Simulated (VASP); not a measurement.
# SiC (P6_3mc) in VASP: notebook

Runs on SiC. Level: PBE. Tasks: G0W0 quasiparticle levels.

Program: VASP 6.6.1. These are calculated values, not measurements. Logs are shortened: lines on timing, memory, paths and dates and some standing lists are left out, and cuts for length are marked.

### Step 1. The cell of the first run

It takes space group P6_3mc (No. 186, hexagonal). Conventional cell: a = 3.075 Å, b = 3.075 Å, c = 5.048 Å, α = 90.00°, β = 90.00°, γ = 120.00°. Si (site symmetry 3m) has 4 C at 1.88 to 1.90 Å within 2.5 Å. Within 2.5 Å of C (site symmetry 3m) lie 4 Si at 1.88 to 1.90 Å.

### Step 2. G0W0 quasiparticle levels, PBE

Contents of POSCAR:

```
SiC
1.0
    3.0753562473      0.0000000000      0.0000000000
   -1.5376781236      2.6633366358      0.0000000000
    0.0000000000      0.0000000000      5.0481081049
Si C
2 2
Direct
    0.3333333333      0.6666666667     -0.0004084052
    0.6666666667      0.3333333333      0.4995915948
    0.3333333333      0.6666666667      0.3754084052
    0.6666666667      0.3333333333      0.8754084052
```

Contents of INCAR.step1:

```
SYSTEM = SiC
ALGO     = Normal         ! electronic algorithm
EDIFF    = 1E-8           ! SCF threshold, eV
ENCUT    = 500            ! plane-wave cutoff, eV
GGA      = PE             ! functional
ISMEAR   = 0              ! smearing method
LASPH    = .TRUE.         ! aspherical terms in the spheres
LCHARG   = .FALSE.        ! write CHGCAR
LREAL    = .FALSE.        ! projectors in reciprocal space
LWAVE    = .TRUE.         ! write WAVECAR
NELM     = 100            ! most SCF steps
PREC     = Accurate       ! precision mode
SIGMA    = 0.01           ! smearing width, eV
```

Contents of INCAR.step2:

```
SYSTEM = SiC
ALGO     = Exact          ! electronic algorithm
EDIFF    = 1E-8           ! SCF threshold, eV
ENCUT    = 500            ! plane-wave cutoff, eV
GGA      = PE             ! functional
ISMEAR   = 0              ! smearing method
ISTART   = 1            
LASPH    = .TRUE.         ! aspherical terms in the spheres
LCHARG   = .FALSE.        ! write CHGCAR
LOPTICS  = .TRUE.         ! frequency-dependent dielectric function
LREAL    = .FALSE.        ! projectors in reciprocal space
LWAVE    = .TRUE.         ! write WAVECAR
NBANDS   = 75             ! bands
NELM     = 1              ! most SCF steps
PREC     = Accurate       ! precision mode
SIGMA    = 0.01           ! smearing width, eV
```

Contents of INCAR.step3:

```
SYSTEM = SiC
ALGO     = EVGW0          ! electronic algorithm
EDIFF    = 1E-8           ! SCF threshold, eV
ENCUT    = 500            ! plane-wave cutoff, eV
ENCUTGW  = 80.0           ! cutoff of the response function
GGA      = PE             ! functional
ISMEAR   = 0              ! smearing method
ISTART   = 1            
LASPH    = .TRUE.         ! aspherical terms in the spheres
LCHARG   = .FALSE.        ! write CHGCAR
LREAL    = .FALSE.        ! projectors in reciprocal space
LWAVE    = .FALSE.        ! write WAVECAR
NBANDS   = 75             ! bands
NBANDSGW = 16           
NELMGW   = 1            
NOMEGA   = 48             ! frequency points
PREC     = Accurate       ! precision mode
PRECFOCK = Fast         
SIGMA    = 0.01           ! smearing width, eV
```

Contents of KPOINTS:

```
k-points
0
G
  9 9 4
  0 0 0
```

Potentials or basis: VASP PAW PBE potentials, release 64 (Si_GW, C_GW).

Run with:

```sh
cat potpaw_PBE.64/Si_GW/POTCAR potpaw_PBE.64/C_GW/POTCAR > POTCAR
cp INCAR.step1 INCAR
mpirun -np 1 vasp_std > vasp.out
cp INCAR.step2 INCAR
mpirun -np 1 vasp_std > vasp.out
cp INCAR.step3 INCAR
mpirun -np 1 vasp_std > vasp.out
```

OUTCAR:

```text
SYSTEM = SiC
   EDIFF = 1E-8
   ENCUT = 500
   ENCUTGW = 80.0
   GGA = PE
   ISMEAR = 0
   ISTART = 1
   LASPH = .TRUE.
   LREAL = .FALSE.
   NELMGW = 1
   PREC = Accurate
   PRECFOCK = Fast

 ion  position               nearest neighbor table
   1  0.333  0.667  1.000-   4 1.88   4 1.88   4 1.88   3 1.90   2 3.09   2 3.09   2 3.09   2 3.09
                             2 3.09   2 3.09
   2  0.667  0.333  0.500-   3 1.88   3 1.88   3 1.88   4 1.90   1 3.09   1 3.09   1 3.09   1 3.09
                             1 3.09   1 3.09
   3  0.333  0.667  0.375-   2 1.88   2 1.88   2 1.88   1 1.90
   4  0.667  0.333  0.875-   1 1.88   1 1.88   1 1.88   2 1.90

  LATTYP: Found a hexagonal cell.
 ALAT       =     3.0753562473
 C/A-ratio  =     1.6414710033

  Lattice vectors:

 A1 = (   3.0753562473,   0.0000000000,   0.0000000000)
 A2 = (  -1.5376781236,   2.6633366358,   0.0000000000)
 A3 = (   0.0000000000,   0.0000000000,   5.0481081049)

Analysis of symmetry for initial positions (statically):
=====================================================================
 Subroutine PRICEL returns:
 Original cell was already a primitive cell.

 Routine SETGRP: Setting up the symmetry group for a
 hexagonal supercell.

 Subroutine GETGRP returns: Found 12 space group operations
 (whereof  6 operations were pure point group operations)
 out of a pool of 24 trial point group operations.

The static configuration has the point symmetry C_3v.
 The point group associated with its full space group is C_6v.

Analysis of symmetry for dynamics (positions and initial velocities):
=====================================================================
 Subroutine PRICEL returns:
 Original cell was already a primitive cell.

 Routine SETGRP: Setting up the symmetry group for a
 hexagonal supercell.

 Subroutine GETGRP returns: Found 12 space group operations
 (whereof  6 operations were pure point group operations)
 out of a pool of 24 trial point group operations.

The dynamic configuration has the point symmetry C_3v.
 The point group associated with its full space group is C_6v.

 Subroutine INISYM returns: Found 12 space group operations
 (whereof  6 operations are pure point group operations),
 and found     1 'primitive' translations

----------------------------------------------------------------------------------------

                                     Primitive cell

  volume of cell :      41.3476
[... 76 lines left out ...]
   number of dos      NEDOS =    301   number of ions     NIONS =      4
   total plane-waves  NPLWV =  23040
   dimension x,y,z NGX =    24 NGY =   24 NGZ =   40
   dimension x,y,z NGXF=    48 NGYF=   48 NGZF=   80
   ions per type =               2   2
   NGX,Y,Z   is equivalent  to a cutoff of  12.97, 12.97, 13.17 a.u.
   NGXF,Y,Z  is equivalent  to a cutoff of  25.95, 25.95, 26.35 a.u.
 SYSTEM =  SiC
   PREC   = accura    normal or accurate (medium, high low for compatibility)
   ISTART =      1    job   : 0-new  1-cont  2-samecut
   ICHARG =      0    charge: 1-file 2-atom 10-const
   ISPIN  =      1    spin polarized calculation?
   LNONCOLLINEAR =      F non collinear calculations
   LSORBIT =      F    spin-orbit coupling
   LASPH  =      T    aspherical Exc in radial PAW
   ENCUT  =  500.0 eV  36.75 Ry    6.06 a.u.   5.61  5.61  9.20*2*pi/ulx,y,z
   NELM   =     60;   NELMIN=  2; NELMDL=  0     # of ELM steps
   EDIFF  = 0.1E-07   stopping-criterion for ELM
   LREAL  =      F    real-space projection
   EDIFFG = 0.1E-06   stopping-criterion for IOM
   NSW    =      0    number of steps for IOM
   IBRION =     -1    ionic relax: 0-MD 1-quasi-New 2-CG
   NFREE  =      0    steps in history (QN), initial steepest desc. (CG)
   ISIF   =      0    stress and relaxation
   ISYM   =      3    0-nonsym 1-usesym 2-fastsym
   POTIM  = 0.5000    time-step for ionic-motion
   TEBEG  =    0.0;   TEEND  =   0.0 temperature during run
   PSTRESS=    0.0 pullay stress
   NELECT =      16.0000    total number of electrons
   NUPDOWN=      -1.0000    fix difference up-down
   EMIN   =  10.00;   EMAX   =-10.00  energy-range for DOS
   EFERMI =   0.00;   METHOD = LEGACY
   ISMEAR =     0;   SIGMA  =   0.01  broadening in eV -4-tet -1-fermi 0-gaus
   EFERMI_NEDOS =   21; number of points for ismear=-14 and -15
   IALGO  =     38    algorithm
   IMIX   =      4    mixing-type and parameters
     AMIX     =   0.40;   BMIX     =  1.00
     AMIX_MAG =   1.60;   BMIX_MAG =  1.00
  volume/ion in A,a.u.               =      10.34        69.76
  Fermi-wavevector in a.u.,A,eV,Ry     =   1.192975  2.254396 19.363676  1.423190
  Thomas-Fermi vector in A             =   2.329001
   LORBIT       =      0    0 simple, 1 ext, 2 COOP (PROOUT), +10 PAW based schemes
   GGA     = PE    functional components
   LHFCALC =     T    Hartree Fock is set to
   PRECFOCK=fast      Normal, Fast or Accurate (Low or Medium for compatibility)
   ENCUT4O =  -1.0   cutoff for four orbital integrals eV
   NKREDX  =     1    reduce k-point grid by
   NKREDY  =     1    reduce k-point grid by
   NKREDZ  =     1    reduce k-point grid by
   AEXX    =    1.0000 exact exchange contribution
   HFSCREEN=    0.0000 screening length (either q_TF or 0.3 A-1)
   HFSCREENC=   0.0000 screening length for correlation (either q_TF or 0.3 A-1)
   ENCUTFOCK=  -1.0 apply spherical cutoff to Coloumb kernel
   IVDW    =     0    specifies the selected vdW correction
   LEPSILON=     F    determine dielectric tensor
   LRPA    =     F    only Hartree local field effects (RPA)
   LRPAFORCE           =     F    calculate RPA forces
   ENCUTGW             =  80.0    cutoff for response function in eV
   ENCUTGWSOFT         =  64.0    soft cutoff for Coulomb kernel in GW response function in eV
   ENCUTLF             =  -1.0    cutoff for local field effects
   NELMGW              =     1    number of iterations in solving QP/BSE equation
   NELMHF              =     1    number of iterations in the inner HF iteration
   NKREDLFX            =     1    NKREDLFY  =   1   NKREDLFZ  =   1
 non-spin polarized calculation
 Gauss-broadening in eV      SIGMA  =   0.01
  energy-cutoff  :      500.00
  volume of cell :       41.35
 maximum number of plane-waves:      1099
 NGX is ok and might be reduce to    24
  NGX = 14; NGY = 14; NGZ = 24
   NGX = 11   NGY = 11   NGZ = 19
 maximum number of plane-waves:        72
 NGX is ok and might be reduce to    10

 QP shifts <psi_nk| G(iteration)W_0 |psi_nk>: iteration 1
 for sc-GW calculations column KS-energies equals QP-energies in previous step
 and V_xc(KS)=  KS-energies - (<T + V_ion + V_H > + <T+V_H+V_ion>^1  + <V_x>^1)

 k-point   1 :       0.0000    0.0000    0.0000
  band No.  KS-energies  QP-energies   sigma(KS)   V_xc(KS)     V^pw_x(r,r')   Z            occupation Imag(sigma)

      1      -7.6511      -8.4603     -13.8845     -12.7534     -21.7229       0.7155       2.0000       1.4038
      2      -4.0858      -4.7381     -14.6729     -13.7865     -21.7080       0.7359       2.0000       0.9244
      3      -0.7798      -1.5008     -13.0220     -12.0445     -17.9067       0.7376       2.0000       0.4074
      4       6.6081       6.3133     -14.7493     -14.3745     -17.4012       0.7863       2.0000       0.0739
      5       6.6081       6.3133     -14.7493     -14.3745     -17.4012       0.7863       2.0000       0.0739
      6       7.8123       7.6675     -14.9909     -14.8081     -17.3238       0.7923       2.0000       0.0638
[... 456 lines left out ...]
      3       0.7842       0.1644     -13.7027     -12.8650     -18.2021       0.7399       2.0000       0.2832
      4       0.7842       0.1644     -13.7027     -12.8650     -18.2021       0.7399       2.0000       0.2832
      5       1.4692       0.7716     -12.9555     -12.0227     -16.8472       0.7479       2.0000       0.2090
      6       3.4135       2.8189     -13.4496     -12.6712     -16.7545       0.7640       2.0000       0.1294
[... 8 lines left out ...]
     15      19.9533      20.8433     -10.5301     -11.6613      -5.0738       0.7868       0.0000      -0.2455
     16      20.4845      21.5205     -11.2788     -12.6563      -4.8449       0.7521       0.0000      -0.3487

 [... further k-points ...]
```

OUTCAR.step1:

```text
SYSTEM = SiC
   EDIFF = 1E-8
   ENCUT = 500
   GGA = PE
   ISMEAR = 0
   LASPH = .TRUE.
   LREAL = .FALSE.
   NELM = 100
[... 592 lines left out ...]
      1.53768      0.88778      2.52199        -0.000000      0.000000      0.002269
     -0.00000      1.77556      1.89510        -0.000000     -0.000000     -0.002269
      1.53768      0.88778      4.41916         0.000000      0.000000     -0.002269
 -----------------------------------------------------------------------------------
    total drift:                               -0.000000      0.000000     -0.000139

  FREE ENERGIE OF THE ION-ELECTRON SYSTEM (eV)
  ---------------------------------------------------
  free  energy   TOTEN  =       -30.0983077505 eV

  energy  without entropy=      -30.0983077505  energy(sigma->0) =      -30.09830775
```

OUTCAR.step2:

```text
SYSTEM = SiC
   EDIFF = 1E-8
   ENCUT = 500
   GGA = PE
[... 1123 lines left out ...]
  --------------------------------------------------------------------------------------------------------------
     0.00000     7.20558     7.20558     7.42671     0.00000    -0.00000    -0.00000
     1.01969     7.32980     7.32980     7.56110     0.00000    -0.00000    -0.00000
     2.03938     7.74606     7.74606     8.01314     0.00000    -0.00000    -0.00000
     3.05906     8.61712     8.61712     8.96736     0.00000    -0.00000    -0.00000
     4.07875    10.53411    10.53411    11.08966     0.00000    -0.00000    -0.00000
     5.09844    13.33028    13.33028    16.57005     0.00000    -0.00000     0.00000
[... 92 lines left out ...]
    99.92942     0.94677     0.94677     0.94706    -0.00000     0.00000    -0.00000
   100.94911     0.94792     0.94792     0.94821    -0.00000     0.00000    -0.00000
```

It took 75 min on 1 thread of Intel Xeon 8259CL, shared host; peak memory 0.96 GiB.

What came out:

```yaml
Quasiparticle_gap: 2.79 eV
Least_direct_quasiparticle_gap: 4.80 eV
Band_gap_of_the_starting_levels_on_the_mesh: 2.27 eV
Least_direct_gap_of_the_starting_levels_on_the_mesh: 4.01 eV
```

Caveat: bands, screening cutoff and mesh are small and nothing is extrapolated, so the quasiparticle values aren't converged.

### Step 3. G0W0 quasiparticle levels, PBE

POSCAR is that of step 2.

Contents of INCAR.step1:

```
SYSTEM = SiC
ALGO = Normal
EDIFF = 1E-8
ENCUT = 500
GGA = PE
ISMEAR = 0
LASPH = .True.
LCHARG = .False.
LREAL = .False.
LWAVE = .True.
NELM = 80
PREC = Accurate
SIGMA = 0.01
```

Contents of INCAR.step2:

```
SYSTEM = SiC
ALGO = Exact
EDIFF = 1E-8
ENCUT = 500
GGA = PE
ISMEAR = 0
ISTART = 1
LASPH = .True.
LCHARG = .False.
LOPTICS = .True.
LREAL = .False.
LWAVE = .True.
NBANDS = 75
NELM = 1
PREC = Accurate
SIGMA = 0.01
```

Contents of INCAR.step3:

```
SYSTEM = SiC
ALGO = EVGW0
EDIFF = 1E-8
ENCUT = 500
ENCUTGW = 80.0
GGA = PE
ISMEAR = 0
ISTART = 1
LASPH = .True.
LCHARG = .False.
LREAL = .False.
LWAVE = .False.
NBANDS = 75
NBANDSGW = 16
NELMGW = 1
NOMEGA = 96
OMEGAMAX = 30
PREC = Accurate
PRECFOCK = Fast
SIGMA = 0.01
```

Contents of KPOINTS:

```
k-points
0
Gamma
  6 6 4
  0 0 0
```

Potentials or basis: VASP PAW PBE potentials, release 64 (Si_GW, C_GW).

Run with:

```sh
cat potpaw_PBE.64/Si_GW/POTCAR potpaw_PBE.64/C_GW/POTCAR > POTCAR
cp INCAR.step1 INCAR
mpirun -np 1 vasp_std > vasp.out
cp INCAR.step2 INCAR
mpirun -np 1 vasp_std > vasp.out
cp INCAR.step3 INCAR
mpirun -np 1 vasp_std > vasp.out
```

OUTCAR:

```text
SYSTEM = SiC
   EDIFF = 1E-8
   ENCUT = 500
   ENCUTGW = 80.0
   GGA = PE
   ISMEAR = 0
   ISTART = 1
   LASPH = .True.
   LREAL = .False.
   NELMGW = 1
   PREC = Accurate
   PRECFOCK = Fast

 ion  position               nearest neighbor table
   1  0.333  0.667  1.000-   4 1.88   4 1.88   4 1.88   3 1.90   2 3.09   2 3.09   2 3.09   2 3.09
                             2 3.09   2 3.09
   2  0.667  0.333  0.500-   3 1.88   3 1.88   3 1.88   4 1.90   1 3.09   1 3.09   1 3.09   1 3.09
                             1 3.09   1 3.09
   3  0.333  0.667  0.375-   2 1.88   2 1.88   2 1.88   1 1.90
[... 185 lines left out ...]
   NKREDLFX            =     1    NKREDLFY  =   1   NKREDLFZ  =   1
 non-spin polarized calculation
 Gauss-broadening in eV      SIGMA  =   0.01
  energy-cutoff  :      500.00
  volume of cell :       41.35
 maximum number of plane-waves:      1099
 NGX is ok and might be reduce to    24
  NGX = 14; NGY = 14; NGZ = 24
   NGX = 11   NGY = 11   NGZ = 19
 maximum number of plane-waves:        70
 NGX is ok and might be reduce to    10

 QP shifts <psi_nk| G(iteration)W_0 |psi_nk>: iteration 1
 for sc-GW calculations column KS-energies equals QP-energies in previous step
 and V_xc(KS)=  KS-energies - (<T + V_ion + V_H > + <T+V_H+V_ion>^1  + <V_x>^1)

 k-point   1 :       0.0000    0.0000    0.0000
  band No.  KS-energies  QP-energies   sigma(KS)   V_xc(KS)     V^pw_x(r,r')   Z            occupation Imag(sigma)

      1      -7.6490      -8.4371     -13.8551     -12.7527     -21.7213       0.7148       2.0000       1.3713
      2      -4.0830      -4.7145     -14.6428     -13.7858     -21.7064       0.7369       2.0000       0.9020
      3      -0.7782      -1.4791     -12.9941     -12.0437     -17.9053       0.7376       2.0000       0.3874
      4       6.6114       6.3218     -14.7436     -14.3750     -17.4579       0.7855       2.0000       0.0682
      5       6.6114       6.3218     -14.7436     -14.3750     -17.4579       0.7855       2.0000       0.0682
      6       7.8160       7.6831     -14.9752     -14.8073     -17.3237       0.7921       2.0000       0.0582
[... 395 lines left out ...]
      2      -2.8545      -3.4163     -15.0590     -14.2904     -21.8711       0.7309       2.0000       0.7211
      3       0.1739      -0.4632     -13.4177     -12.5540     -18.0612       0.7376       2.0000       0.3017
      4       0.1739      -0.4632     -13.4177     -12.5540     -18.0612       0.7376       2.0000       0.3017
      5       2.2839       1.6342     -13.0905     -12.2298     -16.7259       0.7549       2.0000       0.1542
      6       2.2839       1.6342     -13.0905     -12.2298     -16.7259       0.7549       2.0000       0.1542
[... 8 lines left out ...]
     15      19.5790      20.3704     -10.1399     -11.1423      -4.7655       0.7894       0.0000      -0.2072
     16      19.5790      20.3704     -10.1399     -11.1423      -4.7655       0.7894       0.0000      -0.2072
```

OUTCAR.step1:

```text
SYSTEM = SiC
   EDIFF = 1E-8
   ENCUT = 500
   GGA = PE
   ISMEAR = 0
   LASPH = .True.
   LREAL = .False.
   NELM = 80
[... 541 lines left out ...]
      1.53768      0.88778      2.52199         0.000000      0.000000     -0.003562
     -0.00000      1.77556      1.89510         0.000000     -0.000000      0.003562
      1.53768      0.88778      4.41916        -0.000000     -0.000000      0.003562
 -----------------------------------------------------------------------------------
    total drift:                               -0.000000      0.000000     -0.000141

  FREE ENERGIE OF THE ION-ELECTRON SYSTEM (eV)
  ---------------------------------------------------
  free  energy   TOTEN  =       -30.0876098038 eV

  energy  without entropy=      -30.0876098038  energy(sigma->0) =      -30.08760980
```

OUTCAR.step2:

```text
SYSTEM = SiC
   EDIFF = 1E-8
   ENCUT = 500
   GGA = PE
[... 1047 lines left out ...]
  --------------------------------------------------------------------------------------------------------------
     0.00000     7.56364     7.56364     7.39927     0.00000    -0.00000    -0.00000
     1.00503     7.69807     7.69807     7.52879     0.00000    -0.00000    -0.00000
     2.01007     8.14930     8.14930     7.96323     0.00000    -0.00000    -0.00000
     3.01510     9.09693     9.09693     8.87426     0.00000    -0.00000    -0.00000
     4.02014    11.19300    11.19300    10.88037     0.00000    -0.00000    -0.00000
     5.02517    13.26182    13.26182    12.16679     0.00000    -0.00000    -0.00000
[... 92 lines left out ...]
    98.49340     0.94433     0.94433     0.94541    -0.00000     0.00000     0.00000
    99.49844     0.94554     0.94554     0.94659    -0.00000     0.00000     0.00000
```

Wall time 6.5 min (1 thread of AMD EPYC 9R45 (Zen 5), shared host); peak memory 0.65 GiB.

Results:

```yaml
Quasiparticle_gap: 2.78 eV
Least_direct_quasiparticle_gap: 4.76 eV
Band_gap_of_the_starting_levels_on_the_mesh: 2.27 eV
Least_direct_gap_of_the_starting_levels_on_the_mesh: 3.97 eV
```

Caveat: the k points lie up to 0.39 Å⁻¹ apart; bands, screening cutoff and mesh are small and nothing is extrapolated, so the quasiparticle values aren't converged.
